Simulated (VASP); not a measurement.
# PtSe2 (C2/m) in VASP: a series of runs, part 2 of 3

VASP 6.6.1.

### 3 Single point, PBEsol+D3(BJ) (normal strain along x -0.0750, normal strain along y +0.0000)

The input, INCAR:

```
SYSTEM = PtSe2
  PREC = Accurate
  ENCUT = 520
  EDIFF = 1E-6
  ISMEAR = 0
  SIGMA = 0.15
  LREAL = .FALSE.
  LASPH = .TRUE.
  NELM = 60
  ALGO = Normal
  ISIF = 2
  LWAVE = .FALSE.
  LCHARG = .TRUE.
  GGA = PS
  IVDW = 12
  LELF = .TRUE.
  LVHAR = .TRUE.
  NBANDS = 18
```

The input, KPOINTS:

```
Automatic mesh
0
G
  12 12 8
  0 0 0
```

The input, POSCAR:

```
PtSe2
1.0
    3.4584497593      0.0000000000      0.0000000000
   -1.7292248796      3.2379517289      0.0000000000
    0.0000000000      0.0000000000      4.6296715343
Pt Se
1 2
Direct
    0.0000000000      0.0000000000      0.0000000000
    0.3333333333      0.6666666667      0.2721511594
    0.6666666667      0.3333333333      0.7278488406
```

Potentials or basis: VASP PAW PBE potentials, release 64 (Pt, Se).

Started as:

```sh
> cat potpaw_PBE.64/Pt/POTCAR potpaw_PBE.64/Se/POTCAR > POTCAR
> mpirun -np 1 vasp_std > vasp.out
```

OUTCAR:

```text
SYSTEM = PtSe2
   PREC = Accurate
   ENCUT = 520
   EDIFF = 1E-6
   ISMEAR = 0
   LREAL = .FALSE.
   LASPH = .TRUE.
   NELM = 60
   ISIF = 2
   GGA = PS
   IVDW = 12
 IVDW          = 12

 ion  position               nearest neighbor table
   1  0.000  0.000  0.000-   2 2.40   3 2.40   3 2.40   2 2.40   3 2.50   2 2.50
   2  0.333  0.667  0.272-   1 2.40   1 2.40   1 2.50
   3  0.667  0.333  0.728-   1 2.40   1 2.40   1 2.50

  LATTYP: Found a base centered orthorhombic cell.
 ALAT       =     3.4584497593
 B/A-ratio  =     1.8724873595
 C/A-ratio  =     1.3386551364

  Lattice vectors:

 A1 = (   1.7292248796,  -3.2379517289,   0.0000000000)
 A2 = (   1.7292248797,   3.2379517289,   0.0000000000)
 A3 = (   0.0000000000,   0.0000000000,   4.6296715343)

Analysis of symmetry for initial positions (statically):
=====================================================================
 Subroutine PRICEL returns:
 Original cell was already a primitive cell.

 Routine SETGRP: Setting up the symmetry group for a
 base centered orthorhombic supercell.

 Subroutine GETGRP returns: Found  4 space group operations
 (whereof  4 operations were pure point group operations)
 out of a pool of  8 trial point group operations.

The static configuration has the point symmetry C_2h.

Analysis of symmetry for dynamics (positions and initial velocities):
=====================================================================
 Subroutine PRICEL returns:
 Original cell was already a primitive cell.

 Routine SETGRP: Setting up the symmetry group for a
 base centered orthorhombic supercell.

 Subroutine GETGRP returns: Found  4 space group operations
 (whereof  4 operations were pure point group operations)
 out of a pool of  8 trial point group operations.

The dynamic configuration has the point symmetry C_2h.

 Subroutine INISYM returns: Found  4 space group operations
 (whereof  4 operations are pure point group operations),
 and found     1 'primitive' translations

----------------------------------------------------------------------------------------

                                     Primitive cell

  volume of cell :      51.8444

  direct lattice vectors                    reciprocal lattice vectors
     3.458449759  0.000000000  0.000000000     0.289146892  0.154418608  0.000000000
    -1.729224880  3.237951729  0.000000000     0.000000000  0.308837217  0.000000000
     0.000000000  0.000000000  4.629671534     0.000000000  0.000000000  0.215998045

  length of vectors
     3.458449759  3.670769685  4.629671534     0.327797242  0.308837217  0.215998045

  position of ions in fractional coordinates (direct lattice)
     0.000000000  0.000000000  0.000000000
     0.333333333  0.666666667  0.272151159
     0.666666667  0.333333333  0.727848841

  ion indices of the primitive-cell ions
   primitive index   ion index
                 1           1
                 2           2
                 3           3

----------------------------------------------------------------------------------------

 KPOINTS: Automatic mesh

Automatic generation of k-mesh.
 Grid dimensions read from file:
 generate k-points for:   12   12    8

 Generating k-lattice:

  Cartesian coordinates                     Fractional coordinates (reciprocal lattice)
     0.024095574  0.012868217  0.000000000     0.083333333  0.000000000  0.000000000
     0.000000000  0.025736435  0.000000000     0.000000000  0.083333333  0.000000000
     0.000000000  0.000000000  0.026999756     0.000000000  0.000000000  0.125000000

  Length of vectors
     0.027316437  0.025736435  0.026999756

  Shift w.r.t. Gamma in fractional coordinates (k-lattice)
     0.000000000  0.000000000  0.000000000

 Subroutine IBZKPT returns following result:
 ===========================================

 Found    320 irreducible k-points:

 Following reciprocal coordinates:
            Coordinates               Weight
  0.000000  0.000000  0.000000      1.000000
  0.083333 -0.000000  0.000000      4.000000
  0.166667  0.000000  0.000000      4.000000
  0.250000 -0.000000  0.000000      4.000000
  0.333333  0.000000  0.000000      4.000000
  0.416667 -0.000000  0.000000      4.000000
[... 16 lines left out ...]
  0.333333  0.166667  0.000000      4.000000
  0.416667  0.166667  0.000000      4.000000
 [... further k-points ...]
   k-points           NKPTS =    320   k-points in BZ     NKDIM =    320   number of bands    NBANDS=     18
   number of dos      NEDOS =    301   number of ions     NIONS =      3
   total plane-waves  NPLWV =  28224
   dimension x,y,z NGX =    28 NGY =   28 NGZ =   36
   dimension x,y,z NGXF=    56 NGYF=   56 NGZF=   72
   ions per type =               1   2
   NGX,Y,Z   is equivalent  to a cutoff of  13.46, 12.68, 12.93 a.u.
   NGXF,Y,Z  is equivalent  to a cutoff of  26.92, 25.36, 25.85 a.u.
 SYSTEM =  PtSe2
   PREC   = accura    normal or accurate (medium, high low for compatibility)
   ISTART =      0    job   : 0-new  1-cont  2-samecut
   ICHARG =      2    charge: 1-file 2-atom 10-const
   ISPIN  =      1    spin polarized calculation?
   LNONCOLLINEAR =      F non collinear calculations
   LSORBIT =      F    spin-orbit coupling
   LASPH  =      T    aspherical Exc in radial PAW
   ENCUT  =  520.0 eV  38.22 Ry    6.18 a.u.   6.43  6.83  8.61*2*pi/ulx,y,z
   NELM   =     60;   NELMIN=  2; NELMDL= -5     # of ELM steps
   EDIFF  = 0.1E-05   stopping-criterion for ELM
   LREAL  =      F    real-space projection
   EDIFFG = 0.1E-04   stopping-criterion for IOM
   NSW    =      0    number of steps for IOM
   IBRION =     -1    ionic relax: 0-MD 1-quasi-New 2-CG
   NFREE  =      0    steps in history (QN), initial steepest desc. (CG)
   ISIF   =      2    stress and relaxation
   ISYM   =      2    0-nonsym 1-usesym 2-fastsym
   POTIM  = 0.5000    time-step for ionic-motion
   TEBEG  =    0.0;   TEEND  =   0.0 temperature during run
   PSTRESS=    0.0 pullay stress
   NELECT =      22.0000    total number of electrons
   NUPDOWN=      -1.0000    fix difference up-down
   EMIN   =  10.00;   EMAX   =-10.00  energy-range for DOS
   EFERMI =   0.00;   METHOD = LEGACY
   ISMEAR =     0;   SIGMA  =   0.15  broadening in eV -4-tet -1-fermi 0-gaus
   EFERMI_NEDOS =   21; number of points for ismear=-14 and -15
   IALGO  =     38    algorithm
   IMIX   =      4    mixing-type and parameters
     AMIX     =   0.40;   BMIX     =  1.00
     AMIX_MAG =   1.60;   BMIX_MAG =  1.00
  volume/ion in A,a.u.               =      17.28       116.62
  Fermi-wavevector in a.u.,A,eV,Ry     =   1.230217  2.324773 20.591517  1.513434
  Thomas-Fermi vector in A             =   2.365074
   LORBIT       =      0    0 simple, 1 ext, 2 COOP (PROOUT), +10 PAW based schemes
   GGA     = PS    functional components
   LHFCALC =     F    Hartree Fock is set to
   AEXX    =    0.0000 exact exchange contribution
   IVDW    =    12    specifies the selected vdW correction
   LEPSILON=     F    determine dielectric tensor
   LRPA    =     F    only Hartree local field effects (RPA)
 non-spin polarized calculation
 Gauss-broadening in eV      SIGMA  =   0.15
  energy-cutoff  :      520.00
  volume of cell :       51.84
 maximum number of plane-waves:      1434
 NGX is ok and might be reduce to    28
   NGX = 13   NGY = 13   NGZ = 17

 number of electron      21.9999997 magnetization

 Free energy of the ion-electron system (eV)
  ---------------------------------------------------
  ext. energy  EPLUGINS =         0.00000000
  ---------------------------------------------------
  free energy    TOTEN  =       -15.42397320 eV

  energy without entropy =      -15.41497316  energy(sigma->0) =      -15.41947318

 E-fermi :   8.5731     XC(G=0): -11.6802

 val. band max:        8.5481452204   @ k =   0.0833   0.3333   0.1250
 cond. band min:       8.5742953055   @ k =   0.0833  -0.0000   0.2500
 fundamental gap:      0.0261500851
 Fermi energy:         8.5731407241

 k-point     1 :       0.0000    0.0000    0.0000
  band No.  band energies     occupation
      1      -8.4007      2.00000
      2      -4.3737      2.00000
      3       0.1253      2.00000
      4       1.2874      2.00000
      5       1.4506      2.00000
      6       3.8981      2.00000
[... 481 lines left out ...]
      5       2.4295      2.00000
      6       2.8127      2.00000
[... 10 lines left out ...]
     17      17.7914      0.00000
     18      19.2397      0.00000

 [... further k-points ...]

------------------------ aborting loop because EDIFF is reached ----------------------------------------

 Edisp (eV)   -1.50965

 E8    (eV) :    -0.9828

  FORCE on cell =-STRESS in cart. coord.  units (eV):
  Direction    XX          YY          ZZ          XY          YZ          ZX
  --------------------------------------------------------------------------------------
  -------------------------------------------------------------------------------------
  Total       8.66526     3.57103     3.69616     0.00000    -2.09682    -0.00000
  in kB     267.78742   110.35752   114.22459     0.00000   -64.79907    -0.00000
  external pressure =      164.12 kB  Pullay stress =        0.00 kB

 VOLUME and BASIS-vectors are now :
 -----------------------------------------------------------------------------
  energy-cutoff  :      520.00
  volume of cell :       51.84
      direct lattice vectors                 reciprocal lattice vectors
     3.458449759  0.000000000  0.000000000     0.289146892  0.154418608  0.000000000
    -1.729224880  3.237951729  0.000000000     0.000000000  0.308837217  0.000000000
     0.000000000  0.000000000  4.629671534     0.000000000  0.000000000  0.215998045

 POSITION                                       TOTAL-FORCE (eV/Angst)
 -----------------------------------------------------------------------------------
      0.00000      0.00000      0.00000        -0.000000      0.000000      0.000000
     -0.00000      2.15863      1.25997        -0.000000     -0.539894      1.071618
      1.72922      1.07932      3.36970         0.000000      0.539894     -1.071618
 -----------------------------------------------------------------------------------
    total drift:                               -0.000000     -0.000000     -0.000000

  FREE ENERGIE OF THE ION-ELECTRON SYSTEM (eV)
  ---------------------------------------------------
  free  energy   TOTEN  =       -16.9336214455 eV

  energy  without entropy=      -16.9246214008  energy(sigma->0) =      -16.92912142
```

OSZICAR:

```text
N       E                     dE             d eps       ncg     rms          rms(c)
DAV:   1     0.110263338082E+03    0.11026E+03   -0.10353E+04 11656   0.110E+03
DAV:   2    -0.113078133735E+02   -0.12157E+03   -0.11772E+03 13942   0.220E+02
DAV:   3    -0.161810878570E+02   -0.48733E+01   -0.48251E+01 13968   0.432E+01
DAV:   4    -0.162144369844E+02   -0.33349E-01   -0.33331E-01 14216   0.386E+00
DAV:   5    -0.162147081270E+02   -0.27114E-03   -0.27114E-03 13732   0.349E-01    0.165E+01
DAV:   6    -0.155987539333E+02    0.61595E+00   -0.36118E+00 11960   0.175E+01    0.947E+00
DAV:   7    -0.154567110456E+02    0.14204E+00   -0.66472E-01 11808   0.823E+00    0.482E+00
DAV:   8    -0.154255530397E+02    0.31158E-01   -0.44315E-02 12766   0.184E+00    0.747E-01
DAV:   9    -0.154239370224E+02    0.16160E-02   -0.58148E-03 12508   0.680E-01    0.147E-01
DAV:  10    -0.154239809009E+02   -0.43878E-04   -0.72637E-04 13740   0.206E-01    0.537E-02
DAV:  11    -0.154239730904E+02    0.78104E-05   -0.56565E-05 13136   0.638E-02    0.283E-02
DAV:  12    -0.154239732016E+02   -0.11120E-06   -0.39224E-06 13316   0.149E-02
   1 F= -.16933621E+02 E0= -.16929121E+02  d E =-.900004E-02
```

Wall time 4.3 min (1 thread of Intel Xeon 8259CL, shared host); peak memory 0.43 GiB.

Results:

```yaml
Free_energy: -16.9336 eV
Pressure: 16.4 GPa
Largest_force: 1.200 eV/Å
Band_gap_on_the_k_mesh: zero (bands 11 and 12 overlap by 1.08 eV)
Dispersion_energy_per_atom: -0.503 eV
```

Forces in eV/Å, atoms in the order of the input:
```
Pt   0.000  0.000  0.000
Se   0.000 -0.540  1.072
Se   0.000  0.540 -1.072
```

Levels at points of the mesh, in eV from the Fermi level:
```
           k point  band 8  band 9  band 10  band 11  band 12  band 13  band 14  band 15
(0.00, 0.00, 0.00)   -2.96   -1.34    -0.82     0.88     1.00     1.21     2.81     5.10
(0.50, 0.00, 0.00)   -4.16   -3.97    -3.71    -3.16     0.59     2.97     5.26     5.78
(0.00, 0.50, 0.00)   -3.81   -3.79    -3.75    -3.16     0.31     3.24     5.87     6.77
(0.00, 0.00, 0.50)   -3.53   -2.19    -1.77    -1.61     2.57     2.96     4.76     6.20
(0.50, 0.00, 0.50)   -3.83   -3.34    -3.09    -1.41     0.33     2.01     4.44     5.48
(0.00, 0.50, 0.50)   -3.85   -3.72    -2.35    -0.99     0.72     1.88     4.59     5.66
```

Caveat: the cell differs from its parent crystal (normal strain along x -0.0750, normal strain along y +0.0000); the stress differs along the axes, from 11 to 27 GPa; the PAW data sets were made with another functional, which shifts forces and pressure a little; spin-orbit coupling is left out, which moves the levels of the heavy elements.

### 4 Single point, PBEsol+D3(BJ) (normal strain along x +0.0000, normal strain along y -0.0750)

The input, INCAR:

```
  PREC = Accurate
  ENCUT = 520
  EDIFF = 1E-6
  ISMEAR = 0
  SIGMA = 0.15
  LREAL = False
  LASPH = True
  NELM = 80
  ALGO = Normal
  ISIF = 2
  LWAVE = False
  LCHARG = False
  GGA = PS
  IVDW = 12
  NBANDS = 18
```

The input, KPOINTS:

```
regular mesh
0
Gamma
  12 12 8
```

The input, POSCAR:

```
PtSe2
1.0
    3.7388646046      0.0000000000      0.0000000000
   -1.8694323023      2.9951053492      0.0000000000
    0.0000000000      0.0000000000      4.6296715343
Pt Se
1 2
Direct
    0.0000000000      0.0000000000      0.0000000000
    0.3333333333      0.6666666667      0.2721511594
    0.6666666667      0.3333333333      0.7278488406
```

Started as:

```sh
> cat potpaw_PBE.64/Pt/POTCAR potpaw_PBE.64/Se/POTCAR > POTCAR
> mpirun -np 1 vasp_std > vasp.out
```

Wall time 4.1 min (1 thread of Intel Xeon 8259CL, shared host); peak memory 0.42 GiB.

It converged, with:

```yaml
Free_energy: -16.9257 eV
Pressure: 16.5 GPa
Largest_force: 1.268 eV/Å
Band_gap_on_the_k_mesh: zero (bands 11 and 12 overlap by 1.12 eV)
Dispersion_energy_per_atom: -0.503 eV
```

Forces in eV/Å, atoms in the order of the input:
```
Pt   0.000  0.000  0.000
Se   0.000  0.666  1.079
Se   0.000 -0.666 -1.079
```

Stress tensor (GPa, compression positive):
```
10.18  0.00  0.00
 0.00 27.74  7.75
 0.00  7.75 11.53
```

Levels at points of the mesh, in eV from the Fermi level:
```csv
k point,band 9,band 10,band 11,band 12,band 13,band 14
"(0.00, 0.00, 0.00)",-1.28,-0.88,0.92,1.02,1.15,2.83
"(0.50, 0.00, 0.00)",-3.94,-3.60,-3.19,0.39,3.14,5.71
"(0.00, 0.50, 0.00)",-3.92,-3.82,-3.19,0.76,2.87,5.00
"(0.00, 0.00, 0.50)",-2.19,-1.78,-1.60,2.65,2.86,4.84
"(0.50, 0.00, 0.50)",-3.53,-2.59,-1.12,0.57,2.01,4.53
"(0.00, 0.50, 0.50)",-3.34,-3.31,-1.56,0.23,1.91,4.43
```

Caveat: the cell differs from its parent crystal (normal strain along x +0.0000, normal strain along y -0.0750); the stress differs along the axes, from 10 to 28 GPa; the PAW data sets were made with another functional, which shifts forces and pressure a little; spin-orbit coupling is left out, which moves the levels of the heavy elements.

### 5 Single point, PBEsol+D3(BJ) (normal strain along x -0.1500, normal strain along y +0.1500)

The input, INCAR:

```
  PREC = Accurate
  ENCUT = 520
  EDIFF = 1E-7
  ISMEAR = 0
  SIGMA = 0.15
  LREAL = F
  LASPH = T
  NELM = 60
  ALGO = Normal
  ISIF = 2
  LWAVE = F
  LCHARG = F
  GGA = PS
  IVDW = 12
  NBANDS = 18
```

The input, KPOINTS:

```
Automatic mesh
0
Gamma
  12 12 8
```

The input, POSCAR:

```
PtSe2
1.0
    3.1780349139      0.0000000000      0.0000000000
   -1.5890174570      3.7236444882      0.0000000000
    0.0000000000      0.0000000000      4.6296715343
Pt Se
1 2
Direct
    0.0000000000      0.0000000000      0.0000000000
    0.3333333333      0.6666666667      0.2721511594
    0.6666666667      0.3333333333      0.7278488406
```

Started as:

```sh
> cat potpaw_PBE.64/Pt/POTCAR potpaw_PBE.64/Se/POTCAR > POTCAR
> mpirun -np 1 vasp_std > vasp.out
```

Wall time 4.1 min (1 thread of Intel Xeon 8259CL, shared host); peak memory 0.43 GiB.

The run converged. Its results:

```
Free energy                : -16.0901 eV
Pressure                   : 11.0 GPa
Largest force              : 1.416 eV/Å
Band gap on the k mesh     : zero (bands 11 and 12 overlap by 0.89 eV)
Dispersion energy per atom : -0.476 eV
```

Forces in eV/Å, atoms in the order of the input:
```
Pt   0.000  0.000  0.000
Se   0.000 -1.060  0.938
Se   0.000  1.060 -0.938
```

Stress tensor (GPa, compression positive):
```
 30.08   0.00   0.00
  0.00  -6.35 -11.87
  0.00 -11.87   9.28
```

Levels at points of the mesh, in eV from the Fermi level:
| k point | band 9 | band 10 | band 11 | band 12 | band 13 | band 14 |
| --- | --- | --- | --- | --- | --- | --- |
| (0.00, 0.00, 0.00) | -1.82 | 0.41 | 0.47 | 0.63 | 1.86 | 2.91 |
| (0.50, 0.00, 0.00) | -3.20 | -3.20 | -1.79 | 0.48 | 3.06 | 4.56 |
| (0.00, 0.50, 0.00) | -2.91 | -2.62 | -1.79 | 0.24 | 3.80 | 6.90 |
| (0.00, 0.00, 0.50) | -1.98 | -1.67 | -0.52 | 1.45 | 3.39 | 3.85 |
| (0.50, 0.00, 0.50) | -3.04 | -1.86 | -1.36 | 0.25 | 1.95 | 4.77 |
| (0.00, 0.50, 0.50) | -2.96 | -0.51 | -0.19 | 1.27 | 1.74 | 5.69 |

Caveat: the cell differs from its parent crystal (normal strain along x -0.1500, normal strain along y +0.1500); the stress differs along the axes, from -6 to 30 GPa; the PAW data sets were made with another functional, which shifts forces and pressure a little; spin-orbit coupling is left out, which moves the levels of the heavy elements.

(Continued in part 3 of 3.)

The gap in the log of VASP goes by the Fermi energy; the results here count the filled bands.